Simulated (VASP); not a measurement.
Wanted: the native input for a VASP 6.6.1 run.

```
Task                   : single point
Functional             : PBE
Potentials or basis    : VASP PAW PBE potentials, release 64 (Te)
Cutoff                 : 520 eV
k mesh                 : 13 × 13 × 13
Occupations            : fermi-dirac, width 0.1 eV
Spin                   : no spin polarisation
Dipole correction      : no
Further INCAR settings : ALGO = Normal; EDIFF = 1e-06; NBANDS = 13
```

The structure of Te lies in POSCAR:

```
Te
1.0
    0.0000000000      2.6204381036      2.6204381036
    2.6204381036      0.0000000000      2.6204381036
    2.6204381036      2.6204381036      0.0000000000
Te
2
Direct
   -0.1250000000     -0.1250000000     -0.1250000000
    0.1250000000      0.1250000000      0.1250000000
```

This isn't the form of Te at room conditions, which is trigonal, of chains.

One way to write it, as run:

INCAR

```
ALGO = Normal
EDIFF = 1E-6
ENCUT = 520
GGA = PE
ISIF = 2
ISMEAR = -1
LASPH = T
LCHARG = T
LELF = T
LREAL = F
LVHAR = T
LWAVE = F
NBANDS = 13
NELM = 80
PREC = Accurate
SIGMA = 0.1
```

KPOINTS

```
k-points
0
Gamma
  13 13 13
```

Potentials or basis: VASP PAW PBE potentials, release 64 (Te).

The run is started by

```bash
$ cat potpaw_PBE.64/Te/POTCAR > POTCAR
$ mpirun -np 1 vasp_std > vasp.out
```

It gave:

The pressure is 192.2 GPa. The band gap on the k mesh is zero (bands 6 and 7 overlap by 4.15 eV).

Caveat: the cell stands under pressure; spin-orbit coupling is left out, which moves the levels of the heavy elements.

It took 50 s on 1 thread of AMD EPYC 7R13 (shared host), peak memory 0.18 GiB.
